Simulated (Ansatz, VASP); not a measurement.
**Al2SiO: VASP beside Ansatz**

The input INCAR:

```
SYSTEM = Al2SiO
ALGO = Normal
EDIFF = 1E-7
EDIFFG = -0.04
ENCUT = 910
GGA = PE
GGA_COMPAT = .False.
IBRION = 2
ISIF = 3
ISMEAR = 0
LASPH = .True.
LCHARG = .False.
LREAL = .False.
LWAVE = .False.
NELM = 120
NELMIN = 4
NSW = 90
PREC = Accurate
SIGMA = 0.1
```

The input KPOINTS:

```
k-points
0
Gamma
  6 6 4
  0 0 0
```

File POSCAR:

```
Al2SiO
1.0
    3.3096170300      0.0000000000      0.0000000000
    0.0000000000      3.3096170300      0.0000000000
    0.0000000000      0.0000000000      4.8308597200
Al Si O
2 1 1
Direct
    0.5000000000      0.5000000000      0.6865026500
    0.5000000000      0.5000000000      0.3134973500
    0.5000000000      0.5000000000      0.0000000000
    0.0000000000      0.0000000000      0.5000000000
```

Input for Ansatz:

```yaml
crystal:
  lattice:
    - [3.30961703, 0.0, 0.0]
    - [0.0, 3.30961703, 0.0]
    - [0.0, 0.0, 4.83085972]
  atoms:
    - { symbol: Al, position: [0.5, 0.5, 0.68650265] }
    - { symbol: Al, position: [0.5, 0.5, 0.31349735] }
    - { symbol: Si, position: [0.5, 0.5, 0.0] }
    - { symbol: O, position: [0.0, 0.0, 0.5] }
basis:
  ecutwfc: 420
kpoints:
  mp_grid: { grid: [6, 6, 4] }
hamiltonian:
  xc: pbe
scf:
  occupations: { method: gaussian, width: 0.1 }
  lower_state_search: "off"
output:
  forces: true
  stress: true
  eigenvalues: true
relax:
  adjacent_minimum: "off"
  f_tol: 0.04
  max_steps: 70
  cell: { stress_tol: 0.4 }
```

Alike in both runs: task relaxation of cell and atoms; functional PBE; k mesh 6 × 6 × 4; occupations gaussian, width 0.1 eV; no spin polarisation.

|  | VASP | Ansatz |
| --- | --- | --- |
| version | VASP 6.6.1 | Ansatz 0.2.0 |
| potentials or method | VASP PAW PBE potentials, release 64 (Al, Si, O_h), cutoff 910 eV | scalar-relativistic, plane waves, PAW |
| valence electrons in the cell | 16 | 16 |

```tsv
	VASP	Ansatz	Ansatz less VASP
gap on the k mesh at the Fermi level, each at its own relaxed structure (eV)	none	none	-
relaxed volume (Å³/atom)	13.89	14.54	+0.656
relaxed cell length with the largest relative difference (Å)	7.448	8.265	+0.8173
```

A gap of «none» marks a metal or a gap that the smearing closes. One of these differences is far larger than is usual between the two programs; its cause wasn't traced.

Noted on VASP's run: the cutoff is short for stress, so the pressure is rough.
